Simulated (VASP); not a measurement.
# TiW4 (P-6m2) in VASP: single point with PBE

Aim: the single point of TiW4 with PBE.

Program: VASP 6.6.1. These are calculated values, not measurements. Logs are shortened: lines on timing, memory, paths and dates and some standing lists are left out, and cuts for length are marked.

## Step 1: The cell of the first run

It takes space group P-6m2 (No. 187, hexagonal). The conventional cell has a = 2.906 Å, b = 2.906 Å, c = 22.856 Å, α = 90.00°, β = 90.00°, γ = 120.00°. Within 3.7 Å of Ti (site symmetry 3m) lie 6 W at 2.84 Å and 6 Ti at 2.91 Å. W (site symmetry 3m) has 3 Ti at 2.84 Å and 9 W at 2.84 to 2.91 Å within 3.7 Å. Within 3.7 Å of W (site symmetry 3m) lie 9 W at 2.84 to 2.91 Å and 3 Ti at 2.84 Å. Within 3.7 Å of W (site symmetry -6m2) lie 12 W at 2.84 to 2.91 Å. Within 3.7 Å of W (site symmetry 3m) lie 12 W at 2.84 to 2.91 Å. Within 3.7 Å of W (site symmetry -6m2) lie 12 W at 2.84 to 2.91 Å.

## Step 2: Single point, PBE, collinear spin

INCAR

```
PREC     = Accurate       # precision mode
ENCUT    = 520            # plane-wave cutoff, eV
EDIFF    = 1E-6           # SCF threshold, eV
ISMEAR   = 0              # smearing method
SIGMA    = 0.1            # smearing width, eV
LREAL    = F              # projectors in reciprocal space
LASPH    = T              # aspherical terms in the spheres
NELM     = 150            # most SCF steps
ALGO     = Fast           # electronic algorithm
ISIF     = 2              # what is computed and relaxed
LWAVE    = F              # write WAVECAR
LCHARG   = F              # write CHGCAR
ISPIN    = 2              # spin polarisation
MAGMOM   = 1 1 0 0 0 0 0 0 0 0 # initial moments
LORBIT   = 11             # projections on sites
LMAXMIX  = 4              # l up to which the mixer works
GGA      = PE             # functional
NBANDS   = 83             # bands
```

KPOINTS

```
Automatic mesh
0
Gamma
  6 6 1
```

POSCAR

```
TiW4
1.0
    2.9060274300      0.0000000000      0.0000000000
   -1.4530137200      2.5166935800      0.0000000000
    0.0000000000      0.0000000000     22.8557390400
Ti W
2 8
Direct
    0.6666666700      0.3333333300      0.7000000000
    0.6666666700      0.3333333300      0.3000000000
    0.3333333300      0.6666666700      0.6000000000
    0.3333333300      0.6666666700      0.8000000000
    0.3333333300      0.6666666700      0.0000000000
    0.3333333300      0.6666666700      0.2000000000
    0.3333333300      0.6666666700      0.4000000000
    0.6666666700      0.3333333300      0.9000000000
    0.6666666700      0.3333333300      0.1000000000
    0.6666666700      0.3333333300      0.5000000000
```

Potentials or basis: VASP PAW PBE potentials, release 64 (Ti_sv, W_sv).

The run is started by

```sh
$ cat potpaw_PBE.64/Ti_sv/POTCAR potpaw_PBE.64/W_sv/POTCAR > POTCAR
$ mpirun -np 1 vasp_std > vasp.out
```

OUTCAR:

```text
PREC = Accurate
   ENCUT = 520
   EDIFF = 1E-6
   ISMEAR = 0
   LREAL = F
   LASPH = T
   NELM = 150
   ISIF = 2
   ISPIN = 2
   LORBIT = 11
   GGA = PE

 ion  position               nearest neighbor table
   1  0.667  0.333  0.700-   4 2.84   3 2.84   4 2.84   3 2.84   4 2.84   3 2.84
   2  0.667  0.333  0.300-   6 2.84   7 2.84   6 2.84   7 2.84   6 2.84   7 2.84
   3  0.333  0.667  0.600-   1 2.84  10 2.84   1 2.84  10 2.84   1 2.84  10 2.84
   4  0.333  0.667  0.800-   1 2.84   8 2.84   1 2.84   8 2.84   1 2.84   8 2.84
   5  0.333  0.667  0.000-   8 2.84   9 2.84   8 2.84   9 2.84   8 2.84   9 2.84
   6  0.333  0.667  0.200-   2 2.84   9 2.84   2 2.84   9 2.84   2 2.84   9 2.84
   7  0.333  0.667  0.400-   2 2.84  10 2.84   2 2.84  10 2.84   2 2.84  10 2.84
   8  0.667  0.333  0.900-   4 2.84   5 2.84   4 2.84   5 2.84   4 2.84   5 2.84
   9  0.667  0.333  0.100-   5 2.84   6 2.84   5 2.84   6 2.84   5 2.84   6 2.84
  10  0.667  0.333  0.500-   3 2.84   7 2.84   3 2.84   7 2.84   3 2.84   7 2.84

  LATTYP: Found a hexagonal cell.
 ALAT       =     2.9060274300
 C/A-ratio  =     7.8649426375

  Lattice vectors:

 A1 = (   2.9060274300,   0.0000000000,   0.0000000000)
 A2 = (  -1.4530137200,   2.5166935800,   0.0000000000)
 A3 = (   0.0000000000,   0.0000000000,  22.8557390400)

Analysis of symmetry for initial positions (statically):
=====================================================================
 Subroutine PRICEL returns:
 Original cell was already a primitive cell.

 Routine SETGRP: Setting up the symmetry group for a
 hexagonal supercell.

 Subroutine GETGRP returns: Found 12 space group operations
 (whereof 12 operations were pure point group operations)
 out of a pool of 24 trial point group operations.

The static configuration has the point symmetry D_3h.

Analysis of symmetry for dynamics (positions and initial velocities):
=====================================================================
 Subroutine PRICEL returns:
 Original cell was already a primitive cell.

 Routine SETGRP: Setting up the symmetry group for a
 hexagonal supercell.

 Subroutine GETGRP returns: Found 12 space group operations
 (whereof 12 operations were pure point group operations)
 out of a pool of 24 trial point group operations.

The dynamic configuration has the point symmetry D_3h.

Analysis of structural, dynamic, and magnetic symmetry:
=====================================================================
 Subroutine PRICEL returns:
 Original cell was already a primitive cell.

 Routine SETGRP: Setting up the symmetry group for a
 hexagonal supercell.

 Subroutine GETGRP returns: Found 12 space group operations
 (whereof 12 operations were pure point group operations)
 out of a pool of 24 trial point group operations.

The overall configuration has the point symmetry D_3h.

 Subroutine INISYM returns: Found 12 space group operations
 (whereof 12 operations are pure point group operations),
 and found     1 'primitive' translations

----------------------------------------------------------------------------------------

                                     Primitive cell

  volume of cell :     167.1573

  direct lattice vectors                    reciprocal lattice vectors
     2.906027430  0.000000000  0.000000000     0.344112375  0.198673373  0.000000000
    -1.453013720  2.516693580  0.000000000     0.000000000  0.397346744  0.000000000
     0.000000000  0.000000000 22.855739040     0.000000000  0.000000000  0.043752687

  length of vectors
     2.906027430  2.906027434 22.855739040     0.397346745  0.397346744  0.043752687

  position of ions in fractional coordinates (direct lattice)
     0.666666670  0.333333330  0.700000000
     0.666666670  0.333333330  0.300000000
     0.333333330  0.666666670  0.600000000
     0.333333330  0.666666670  0.800000000
     0.333333330  0.666666670  0.000000000
     0.333333330  0.666666670  0.200000000
     0.333333330  0.666666670  0.400000000
     0.666666670  0.333333330  0.900000000
     0.666666670  0.333333330  0.100000000
     0.666666670  0.333333330  0.500000000

  ion indices of the primitive-cell ions
   primitive index   ion index
                 1           1
                 2           2
                 3           3
                 4           4
                 5           5
                 6           6
                 7           7
                 8           8
                 9           9
                10          10

[... 23 lines left out ...]

 Found      7 irreducible k-points:

 Following reciprocal coordinates:
            Coordinates               Weight
  0.000000  0.000000  0.000000      1.000000
  0.166667  0.000000  0.000000      6.000000
  0.333333  0.000000  0.000000      6.000000
  0.500000  0.000000  0.000000      3.000000
  0.166667  0.166667  0.000000      6.000000
  0.333333  0.166667  0.000000     12.000000
  0.333333  0.333333  0.000000      2.000000
   k-points           NKPTS =      7   k-points in BZ     NKDIM =      7   number of bands    NBANDS=     83
   number of dos      NEDOS =    301   number of ions     NIONS =     10
   total plane-waves  NPLWV = 103680
   dimension x,y,z NGX =    24 NGY =   24 NGZ =  180
   dimension x,y,z NGXF=    48 NGYF=   48 NGZF=  360
   ions per type =               2   8
   NGX,Y,Z   is equivalent  to a cutoff of  13.73, 13.73, 13.09 a.u.
   NGXF,Y,Z  is equivalent  to a cutoff of  27.46, 27.46, 26.19 a.u.
 SYSTEM =  unknown system
   PREC   = accura    normal or accurate (medium, high low for compatibility)
   ISTART =      0    job   : 0-new  1-cont  2-samecut
   ICHARG =      2    charge: 1-file 2-atom 10-const
   ISPIN  =      2    spin polarized calculation?
   LNONCOLLINEAR =      F non collinear calculations
   LSORBIT =      F    spin-orbit coupling
   LASPH  =      T    aspherical Exc in radial PAW
   ENCUT  =  520.0 eV  38.22 Ry    6.18 a.u.   5.40  5.40 42.50*2*pi/ulx,y,z
   NELM   =    150;   NELMIN=  2; NELMDL= -5     # of ELM steps
   EDIFF  = 0.1E-05   stopping-criterion for ELM
   LREAL  =      F    real-space projection
   EDIFFG = 0.1E-04   stopping-criterion for IOM
   NSW    =      0    number of steps for IOM
   IBRION =     -1    ionic relax: 0-MD 1-quasi-New 2-CG
   NFREE  =      0    steps in history (QN), initial steepest desc. (CG)
   ISIF   =      2    stress and relaxation
   ISYM   =      2    0-nonsym 1-usesym 2-fastsym
   POTIM  = 0.5000    time-step for ionic-motion
   TEBEG  =    0.0;   TEEND  =   0.0 temperature during run
   PSTRESS=    0.0 pullay stress
   NELECT =     136.0000    total number of electrons
   NUPDOWN=      -1.0000    fix difference up-down
   EMIN   =  10.00;   EMAX   =-10.00  energy-range for DOS
   EFERMI =   0.00;   METHOD = LEGACY
   ISMEAR =     0;   SIGMA  =   0.10  broadening in eV -4-tet -1-fermi 0-gaus
   EFERMI_NEDOS =   21; number of points for ismear=-14 and -15
   IALGO  =     68    algorithm
   IMIX   =      4    mixing-type and parameters
     AMIX     =   0.40;   BMIX     =  1.00
     AMIX_MAG =   1.60;   BMIX_MAG =  1.00
  volume/ion in A,a.u.               =      16.72       112.80
  Fermi-wavevector in a.u.,A,eV,Ry     =   1.528314  2.888095 31.779737  2.335745
  Thomas-Fermi vector in A             =   2.636090
   LORBIT       =     11    0 simple, 1 ext, 2 COOP (PROOUT), +10 PAW based schemes
   GGA     = PE    functional components
   LHFCALC =     F    Hartree Fock is set to
   AEXX    =    0.0000 exact exchange contribution
   IVDW    =     0    specifies the selected vdW correction
   LEPSILON=     F    determine dielectric tensor
   LRPA    =     F    only Hartree local field effects (RPA)
 spin polarized calculation
 RMM-DIIS sequential band-by-band and
 Gauss-broadening in eV      SIGMA  =   0.10
  energy-cutoff  :      520.00
  volume of cell :      167.16
 maximum number of plane-waves:      4609
 NGX is ok and might be reduce to    24
   NGX = 11   NGY = 11   NGZ = 85

 number of electron     135.9999994 magnetization       0.0155999

 number of electron     135.9999994 magnetization      -0.0009957

 Free energy of the ion-electron system (eV)
  ---------------------------------------------------
  ext. energy  EPLUGINS =         0.00000000
  ---------------------------------------------------
  free energy    TOTEN  =      -114.29422453 eV

  energy without entropy =     -114.18490382  energy(sigma->0) =     -114.23956418

 E-fermi :   9.9479     XC(G=0): -13.0007

 val. band max:        9.9432360593   @ k =   0.3333   0.1667   0.0000
 cond. band min:       9.9524861536   @ k =   0.0000   0.0000   0.0000
 fundamental gap:      0.0092500943
 Fermi energy:         9.9478807024

 spin component 1

 k-point     1 :       0.0000    0.0000    0.0000
  band No.  band energies     occupation
      1     -63.7199      1.00000
      2     -63.7151      1.00000
      3     -63.7102      1.00000
      4     -63.6646      1.00000
      5     -63.6639      1.00000
      6     -63.6462      1.00000
[... 570 lines left out ...]
     79      13.2398      0.00000
     80      13.3869      0.00000
 Fermi energy:         9.9478807024

 spin component 2

 k-point     1 :       0.0000    0.0000    0.0000
  band No.  band energies     occupation
      1     -63.7200      1.00000
      2     -63.7151      1.00000
      3     -63.7102      1.00000
      4     -63.6647      1.00000
      5     -63.6639      1.00000
      6     -63.6462      1.00000
[... 570 lines left out ...]
     79      13.2397      0.00000
     80      13.4115      0.00000
 [bands above 80 left out]

------------------------ aborting loop because EDIFF is reached ----------------------------------------

  FORCE on cell =-STRESS in cart. coord.  units (eV):
  Direction    XX          YY          ZZ          XY          YZ          ZX
  --------------------------------------------------------------------------------------
  -------------------------------------------------------------------------------------
  Total       -5.5509179     -5.5509179      2.5470311      0.0000000     -0.0000000      0.0000000
  in kB      -53.2047081    -53.2047082     24.4129074      0.0000001     -0.0000000      0.0000000
  external PRESSURE =     -27.3321696 kB  Pullay stress =       0.0000000 kB

 VOLUME and BASIS-vectors are now :
 -----------------------------------------------------------------------------
  energy-cutoff  :      520.00
  volume of cell :      167.16
      direct lattice vectors                 reciprocal lattice vectors
     2.906027430  0.000000000  0.000000000     0.344112375  0.198673373  0.000000000
    -1.453013720  2.516693580  0.000000000     0.000000000  0.397346744  0.000000000
     0.000000000  0.000000000 22.855739040     0.000000000  0.000000000  0.043752687

 POSITION                                       TOTAL-FORCE (eV/Angst)
 -----------------------------------------------------------------------------------
      1.45301      0.83890     15.99902        -0.000000      0.000000     -0.016361
      1.45301      0.83890      6.85672        -0.000000     -0.000000      0.016361
     -0.00000      1.67780     13.71344         0.000000      0.000000      0.163217
     -0.00000      1.67780     18.28459         0.000000     -0.000000     -0.113177
     -0.00000      1.67780      0.00000         0.000000     -0.000000      0.000000
     -0.00000      1.67780      4.57115         0.000000     -0.000000      0.113177
     -0.00000      1.67780      9.14230         0.000000      0.000000     -0.163217
      1.45301      0.83890     20.57017        -0.000000     -0.000000      0.146692
      1.45301      0.83890      2.28557        -0.000000     -0.000000     -0.146692
      1.45301      0.83890     11.42787         0.000000     -0.000000      0.000000
 -----------------------------------------------------------------------------------
    total drift:                               -0.000026      0.000015      0.000000

  FREE ENERGIE OF THE ION-ELECTRON SYSTEM (eV)
  ---------------------------------------------------
  free  energy   TOTEN  =      -114.2942245306 eV

  energy  without entropy=     -114.1849038211  energy(sigma->0) =     -114.23956418

 total charge

# of ion       s       p       d       tot
------------------------------------------
    1        2.252   6.160   1.898  10.311
    2        2.252   6.160   1.898  10.311
    3        2.407   6.268   3.313  11.989
    4        2.408   6.267   3.316  11.991
    5        2.400   6.287   3.320  12.007
    6        2.408   6.267   3.316  11.991
    7        2.407   6.268   3.313  11.989
    8        2.398   6.284   3.324  12.006
    9        2.398   6.284   3.324  12.006
   10        2.396   6.285   3.321  12.002
--------------------------------------------------
tot         23.726  62.532  30.345 116.603

 magnetization (x)

# of ion       s       p       d       tot
------------------------------------------
    1        0.000  -0.000  -0.000  -0.000
    2        0.000  -0.000  -0.000  -0.000
    3       -0.000  -0.000  -0.000  -0.000
    4        0.000   0.000  -0.000  -0.000
    5        0.000   0.000  -0.000  -0.000
    6        0.000   0.000  -0.000  -0.000
    7       -0.000  -0.000  -0.000  -0.000
    8        0.000   0.000  -0.000  -0.000
    9        0.000   0.000  -0.000  -0.000
   10       -0.000  -0.000  -0.000  -0.000
--------------------------------------------------
tot          0.000  -0.000  -0.001  -0.001
```

Wall time 5.7 min (1 thread of Intel Xeon 6975P-C (Granite Rapids), shared host); peak memory 0.46 GiB.

Results:

```
Free energy                                           : -114.2942 eV
Pressure                                              : -2.7 GPa
Largest force                                         : 0.163 eV/Å
Band gap on the k mesh                                : zero (filled and empty bands overlap)
Net moment                                            : 0.00 μB per cell
Valence electrons inside the program's atomic spheres : Ti 10.31; W 11.99, 12.01, 12.00 (each value once)
```

Forces on the atoms (eV/Å):
```
Ti   0.000  0.000 -0.016
Ti   0.000  0.000  0.016
W    0.000  0.000  0.163
W    0.000  0.000 -0.113
W    0.000  0.000  0.000
W    0.000  0.000  0.113
W    0.000  0.000 -0.163
W    0.000  0.000  0.147
W    0.000  0.000 -0.147
W    0.000  0.000  0.000
```

Stress tensor (GPa, compression positive):
```
-5.32  0.00  0.00
 0.00 -5.32  0.00
 0.00  0.00  2.44
```

Caveat: the k points lie up to 0.42 Å⁻¹ apart, too coarse for converged energies and pressures of a metal; spin-orbit coupling is left out, which moves the levels of the heavy elements.
